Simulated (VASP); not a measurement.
# AsAu3 (P6_3/mmc) in VASP: further runs

Runs on AsAu3. Level: PBE. Tasks: single point.

All numbers are computed with VASP 6.6.1; they aren't measurements. Logs are shortened: lines on timing, memory, paths and dates and some standing lists are left out, and cuts for length are marked.

**1. The cell of the first run**

It takes space group P6_3/mmc (No. 194, hexagonal). The conventional cell has a = 5.837 Å, b = 5.837 Å, c = 4.711 Å, α = 90.00°, β = 90.00°, γ = 120.00°. Within 3.8 Å of Au (site symmetry mm2) lie 4 As at 2.90 to 2.92 Å and 8 Au at 2.90 to 2.92 Å. As (site symmetry -6m2) has 12 Au at 2.90 to 2.92 Å within 3.8 Å.

**2. Single point, PBE**

INCAR

```
SYSTEM = AsAu3
ALGO = Fast ; EDIFF = 1E-6
ENCUT = 520 ; GGA = PE
ISIF = 2 ; ISMEAR = -1
LASPH = .True. ; LCHARG = .False.
LREAL = .False. ; LWAVE = .False.
NBANDS = 48 ; NELM = 80
PREC = Accurate ; SIGMA = 0.05
```

KPOINTS

```
k-points
0
Gamma
  5 5 6
  0 0 0
```

POSCAR

```
AsAu3
1.0
    5.8373393745      0.0000000000      0.0000000000
   -2.9186696873      5.0552841889      0.0000000000
    0.0000000000      0.0000000000      4.7107384953
Au As
6 2
Direct
    0.1668315050      0.3336630100      0.2500000000
    0.1668315050      0.8331684950      0.2500000000
    0.6663369900      0.8331684950      0.2500000000
    0.8331684950      0.6663369900      0.7500000000
    0.8331684950      0.1668315050      0.7500000000
    0.3336630100      0.1668315050      0.7500000000
    0.3333333333      0.6666666667      0.7500000000
    0.6666666667      0.3333333333      0.2500000000
```

Potentials or basis: VASP PAW PBE potentials, release 64 (Au, As).

The run is started by

```bash
$ cat potpaw_PBE.64/Au/POTCAR potpaw_PBE.64/As/POTCAR > POTCAR
$ mpirun -np 1 vasp_std > vasp.out
```

OUTCAR:

```text
SYSTEM = AsAu3
   EDIFF = 1E-6
   ENCUT = 520
   GGA = PE
   ISIF = 2
   ISMEAR = -1
   LASPH = .True.
   LREAL = .False.
   NELM = 80
   PREC = Accurate

 ion  position               nearest neighbor table
   1  0.167  0.334  0.250-   7 2.90   7 2.90   5 2.90   5 2.90   6 2.90   6 2.90   3 2.92   2 2.92
                             8 2.92   8 2.92   3 2.92   2 2.92
   2  0.167  0.833  0.250-   7 2.90   7 2.90   4 2.90   4 2.90   6 2.90   6 2.90   3 2.92   1 2.92
                             8 2.92   8 2.92   3 2.92   1 2.92
   3  0.666  0.833  0.250-   7 2.90   7 2.90   4 2.90   4 2.90   5 2.90   5 2.90   2 2.92   1 2.92
                             8 2.92   8 2.92   2 2.92   1 2.92
   4  0.833  0.666  0.750-   8 2.90   8 2.90   2 2.90   2 2.90   3 2.90   3 2.90   6 2.92   5 2.92
                             7 2.92   7 2.92   6 2.92   5 2.92
   5  0.833  0.167  0.750-   8 2.90   8 2.90   1 2.90   1 2.90   3 2.90   3 2.90   6 2.92   4 2.92
                             7 2.92   7 2.92   6 2.92   4 2.92
   6  0.334  0.167  0.750-   8 2.90   8 2.90   1 2.90   1 2.90   2 2.90   2 2.90   5 2.92   4 2.92
                             7 2.92   7 2.92   5 2.92   4 2.92
   7  0.333  0.667  0.750-   2 2.90   2 2.90   3 2.90   3 2.90   1 2.90   1 2.90   4 2.92   6 2.92
                             5 2.92   5 2.92   4 2.92   6 2.92
   8  0.667  0.333  0.250-   5 2.90   5 2.90   6 2.90   6 2.90   4 2.90   4 2.90   1 2.92   3 2.92
                             2 2.92   2 2.92   1 2.92   3 2.92

  LATTYP: Found a hexagonal cell.
 ALAT       =     5.8373393745
 C/A-ratio  =     0.8070009628

  Lattice vectors:

 A1 = (   5.8373393745,   0.0000000000,   0.0000000000)
 A2 = (  -2.9186696873,   5.0552841889,   0.0000000000)
 A3 = (   0.0000000000,   0.0000000000,   4.7107384953)

Analysis of symmetry for initial positions (statically):
=====================================================================
 Subroutine PRICEL returns:
 Original cell was already a primitive cell.

 Routine SETGRP: Setting up the symmetry group for a
 hexagonal supercell.

 Subroutine GETGRP returns: Found 24 space group operations
 (whereof 12 operations were pure point group operations)
 out of a pool of 24 trial point group operations.

The static configuration has the point symmetry D_3d.
 The point group associated with its full space group is D_6h.

Analysis of symmetry for dynamics (positions and initial velocities):
=====================================================================
 Subroutine PRICEL returns:
 Original cell was already a primitive cell.

 Routine SETGRP: Setting up the symmetry group for a
 hexagonal supercell.

 Subroutine GETGRP returns: Found 24 space group operations
 (whereof 12 operations were pure point group operations)
 out of a pool of 24 trial point group operations.
[... 120 lines left out ...]
   NELECT =      76.0000    total number of electrons
   NUPDOWN=      -1.0000    fix difference up-down
   EMIN   =  10.00;   EMAX   =-10.00  energy-range for DOS
   EFERMI =   0.00;   METHOD = LEGACY
   ISMEAR =    -1;   SIGMA  =   0.05  broadening in eV -4-tet -1-fermi 0-gaus
   EFERMI_NEDOS =   21; number of points for ismear=-14 and -15
   IALGO  =     68    algorithm
   IMIX   =      4    mixing-type and parameters
     AMIX     =   0.40;   BMIX     =  1.00
     AMIX_MAG =   1.60;   BMIX_MAG =  1.00
  volume/ion in A,a.u.               =      17.38       117.26
  Fermi-wavevector in a.u.,A,eV,Ry     =   1.338637  2.529657 24.380950  1.791949
  Thomas-Fermi vector in A             =   2.467092
   LORBIT       =      0    0 simple, 1 ext, 2 COOP (PROOUT), +10 PAW based schemes
   GGA     = PE    functional components
   LHFCALC =     F    Hartree Fock is set to
   AEXX    =    0.0000 exact exchange contribution
   IVDW    =     0    specifies the selected vdW correction
   LEPSILON=     F    determine dielectric tensor
   LRPA    =     F    only Hartree local field effects (RPA)
 non-spin polarized calculation
 RMM-DIIS sequential band-by-band and
  energy-cutoff  :      520.00
  volume of cell :      139.01
 maximum number of plane-waves:      3774
 NGX is ok and might be reduce to    48
   NGX = 21   NGY = 21   NGZ = 17

 number of electron      75.9999998 magnetization

 Free energy of the ion-electron system (eV)
  ---------------------------------------------------
  ext. energy  EPLUGINS =         0.00000000
  ---------------------------------------------------
  free energy    TOTEN  =       -27.30453928 eV

  energy without entropy =      -27.27595965  energy(sigma->0) =      -27.29024946

 E-fermi :   9.0115     XC(G=0): -12.2468

 val. band max:        9.0045398114   @ k =   0.4000   0.0000   0.1667
 cond. band min:       9.0115269048   @ k =   0.2000   0.2000   0.1667
 fundamental gap:      0.0069870934
 Fermi energy:         9.0115122523

 k-point     1 :       0.0000    0.0000    0.0000
  band No.  band energies     occupation
      1      -4.0072      2.00000
      2      -2.6225      2.00000
      3       2.0680      2.00000
      4       2.0709      2.00000
      5       2.2942      2.00000
      6       2.3091      2.00000
[... 1009 lines left out ...]
     47      14.9229      0.00000
     48      14.9229      0.00000

------------------------ aborting loop because EDIFF is reached ----------------------------------------

  FORCE on cell =-STRESS in cart. coord.  units (eV):
  Direction    XX          YY          ZZ          XY          YZ          ZX
  --------------------------------------------------------------------------------------
  -------------------------------------------------------------------------------------
  Total        6.5592552      6.5592552      6.5746362     -0.0000000      0.0000000      0.0000000
  in kB       75.5989209     75.5989209     75.7761954     -0.0000000      0.0000000      0.0000000
  external PRESSURE =      75.6580124 kB  Pullay stress =       0.0000000 kB

 VOLUME and BASIS-vectors are now :
 -----------------------------------------------------------------------------
  energy-cutoff  :      520.00
  volume of cell :      139.01
      direct lattice vectors                 reciprocal lattice vectors
     5.837339374  0.000000000  0.000000000     0.171310924  0.098906408  0.000000000
    -2.918669687  5.055284189  0.000000000     0.000000000  0.197812816  0.000000000
     0.000000000  0.000000000  4.710738495     0.000000000  0.000000000  0.212280941

 POSITION                                       TOTAL-FORCE (eV/Angst)
 -----------------------------------------------------------------------------------
     -0.00000      1.68676      1.17768         0.000000     -0.023721     -0.000000
     -1.45789      4.21190      1.17768        -0.020543      0.011860     -0.000000
      1.45789      4.21190      1.17768         0.020543      0.011860     -0.000000
      2.91867      3.36852      3.53305        -0.000000      0.023721      0.000000
      4.37656      0.84338      3.53305         0.020543     -0.011860      0.000000
      1.46078      0.84338      3.53305        -0.020543     -0.011860      0.000000
     -0.00000      3.37019      3.53305         0.000000     -0.000000     -0.000000
      2.91867      1.68509      1.17768         0.000000     -0.000000     -0.000000
 -----------------------------------------------------------------------------------
    total drift:                               -0.000000      0.000000      0.000000

  FREE ENERGIE OF THE ION-ELECTRON SYSTEM (eV)
  ---------------------------------------------------
  free  energy   TOTEN  =       -27.3045392796 eV

  energy  without entropy=      -27.2759596500  energy(sigma->0) =      -27.29024946
```

stdout:

```text
POSCAR found type information on POSCAR AuAs
 POSCAR found :  2 types and       8 ions
 scaLAPACK will be used
 LDA part: xc-table for (Slater+PW92), standard interpolation
 POSCAR, INCAR and KPOINTS ok, starting setup
 FFT: planning ... GRIDC
 FFT: planning ... GRID_SOFT
 FFT: planning ... GRID
 WAVECAR not read
 entering main loop
```

It took 2.2 min on 1 thread of Intel Xeon 6975P-C (Granite Rapids), shared host; peak memory 0.32 GiB.

What came out:

- Free energy: -27.3045 eV
- Pressure: 7.6 GPa
- Largest force: 0.024 eV/Å
- Band gap on the k mesh: zero (bands 38 and 39 overlap by 1.70 eV)

Forces on the atoms (eV/Å):
```
Au   0.000 -0.024  0.000
Au  -0.021  0.012  0.000
Au   0.021  0.012  0.000
Au   0.000  0.024  0.000
Au   0.021 -0.012  0.000
Au  -0.021 -0.012  0.000
As   0.000  0.000  0.000
As   0.000  0.000  0.000
```

Caveat: the cell stands under pressure; spin-orbit coupling is left out, which moves the levels of the heavy elements.

**3. Single point, PBE**

This run uses another cell than the first one, of 17.75 Å³/atom.

INCAR

```
SYSTEM = AsAu3
  ALGO = Fast
  EDIFF = 1E-6
  ENCUT = 520
  GGA = PE
  ISIF = 2
  ISMEAR = -1
  LASPH = .True.
  LCHARG = .False.
  LREAL = .False.
  LWAVE = .False.
  NBANDS = 48
  NELM = 80
  PREC = Accurate
  SIGMA = 0.05
```

KPOINTS is that of step 2.

Changes to POSCAR since step 2:

```diff
@@ -2,5 +2,5 @@
 1.0
-    5.8373393745      0.0000000000      0.0000000000
-   -2.9186696873      5.0552841889      0.0000000000
-    0.0000000000      0.0000000000      4.7107384953
+    5.8784487527      0.0000000000      0.0000000000
+   -2.9392243764      5.0908859547      0.0000000000
+    0.0000000000      0.0000000000      4.7439138031
 Au As
```

Potentials or basis: VASP PAW PBE potentials, release 64 (Au, As).

The run is started by

```bash
$ cat potpaw_PBE.64/Au/POTCAR potpaw_PBE.64/As/POTCAR > POTCAR
$ mpirun -np 1 vasp_std > vasp.out
```

OUTCAR:

```text
SYSTEM = AsAu3
   EDIFF = 1E-6
   ENCUT = 520
   GGA = PE
   ISIF = 2
   ISMEAR = -1
   LASPH = .True.
   LREAL = .False.
   NELM = 80
   PREC = Accurate

 ion  position               nearest neighbor table
   1  0.167  0.334  0.250-   7 2.92   7 2.92   5 2.92   5 2.92   6 2.92   6 2.92   3 2.94   2 2.94
                             8 2.94   8 2.94   3 2.94   2 2.94
   2  0.167  0.833  0.250-   7 2.92   7 2.92   4 2.92   4 2.92   6 2.92   6 2.92   3 2.94   1 2.94
                             8 2.94   8 2.94   3 2.94   1 2.94
   3  0.666  0.833  0.250-   7 2.92   7 2.92   5 2.92   5 2.92   4 2.92   4 2.92   1 2.94   2 2.94
                             8 2.94   8 2.94   1 2.94   2 2.94
   4  0.833  0.666  0.750-   8 2.92   8 2.92   2 2.92   2 2.92   3 2.92   3 2.92   6 2.94   5 2.94
                             7 2.94   7 2.94   6 2.94   5 2.94
   5  0.833  0.167  0.750-   8 2.92   8 2.92   1 2.92   1 2.92   3 2.92   3 2.92   6 2.94   4 2.94
                             7 2.94   7 2.94   6 2.94   4 2.94
   6  0.334  0.167  0.750-   8 2.92   8 2.92   2 2.92   2 2.92   1 2.92   1 2.92   4 2.94   5 2.94
                             7 2.94   7 2.94   4 2.94   5 2.94
   7  0.333  0.667  0.750-   2 2.92   2 2.92   3 2.92   3 2.92   1 2.92   1 2.92   4 2.94   6 2.94
                             5 2.94   5 2.94   4 2.94   6 2.94
   8  0.667  0.333  0.250-   5 2.92   5 2.92   6 2.92   6 2.92   4 2.92   4 2.92   1 2.94   3 2.94
[... 210 lines left out ...]
      6       2.1512      2.00000
[... 1009 lines left out ...]
     47      14.5302      0.00000
     48      14.5302      0.00000

------------------------ aborting loop because EDIFF is reached ----------------------------------------

  FORCE on cell =-STRESS in cart. coord.  units (eV):
  Direction    XX          YY          ZZ          XY          YZ          ZX
  --------------------------------------------------------------------------------------
  -------------------------------------------------------------------------------------
  Total        3.8686423      3.8686423      3.7742821     -0.0000000     -0.0000000      0.0000000
  in kB       43.6592497     43.6592497     42.5943548     -0.0000000     -0.0000000      0.0000000
  external PRESSURE =      43.3042847 kB  Pullay stress =       0.0000000 kB

 VOLUME and BASIS-vectors are now :
 -----------------------------------------------------------------------------
  energy-cutoff  :      520.00
  volume of cell :      141.97
      direct lattice vectors                 reciprocal lattice vectors
     5.878448753  0.000000000  0.000000000     0.170112906  0.098214732  0.000000000
    -2.939224376  5.090885955  0.000000000     0.000000000  0.196429464  0.000000000
     0.000000000  0.000000000  4.743913803     0.000000000  0.000000000  0.210796410

 POSITION                                       TOTAL-FORCE (eV/Angst)
 -----------------------------------------------------------------------------------
     -0.00000      1.69864      1.18598         0.000000     -0.035171      0.000000
     -1.46816      4.24157      1.18598        -0.030459      0.017585      0.000000
      1.46816      4.24157      1.18598         0.030459      0.017585      0.000000
      2.93922      3.39225      3.55794        -0.000000      0.035171      0.000000
      4.40738      0.84932      3.55794         0.030459     -0.017585      0.000000
      1.47107      0.84932      3.55794        -0.030459     -0.017585     -0.000000
     -0.00000      3.39392      3.55794         0.000000     -0.000000      0.000000
      2.93922      1.69696      1.18598         0.000000     -0.000000      0.000000
 -----------------------------------------------------------------------------------
    total drift:                               -0.000000      0.000000      0.000000

  FREE ENERGIE OF THE ION-ELECTRON SYSTEM (eV)
  ---------------------------------------------------
  free  energy   TOTEN  =       -27.4152017934 eV

  energy  without entropy=      -27.3863631372  energy(sigma->0) =      -27.40078247
```

stdout:

```text
POSCAR found type information on POSCAR AuAs
 POSCAR found :  2 types and       8 ions
 scaLAPACK will be used
 LDA part: xc-table for (Slater+PW92), standard interpolation
 POSCAR, INCAR and KPOINTS ok, starting setup
 FFT: planning ... GRIDC
 FFT: planning ... GRID_SOFT
 FFT: planning ... GRID
 WAVECAR not read
 entering main loop
```

Run time: 1.9 min. Hardware: 1 thread of Intel Xeon 6975P-C (Granite Rapids), shared host; peak memory 0.32 GiB.

What came out:

- Free energy: -27.4152 eV
- Pressure: 4.3 GPa
- Largest force: 0.035 eV/Å
- Band gap on the k mesh: zero (bands 38 and 39 overlap by 1.67 eV)

Forces on the atoms (eV/Å):
```
Au   0.000 -0.035  0.000
Au  -0.030  0.018  0.000
Au   0.030  0.018  0.000
Au   0.000  0.035  0.000
Au   0.030 -0.018  0.000
Au  -0.030 -0.018  0.000
As   0.000  0.000  0.000
As   0.000  0.000  0.000
```

Caveat: the cell stands under pressure; spin-orbit coupling is left out, which moves the levels of the heavy elements.
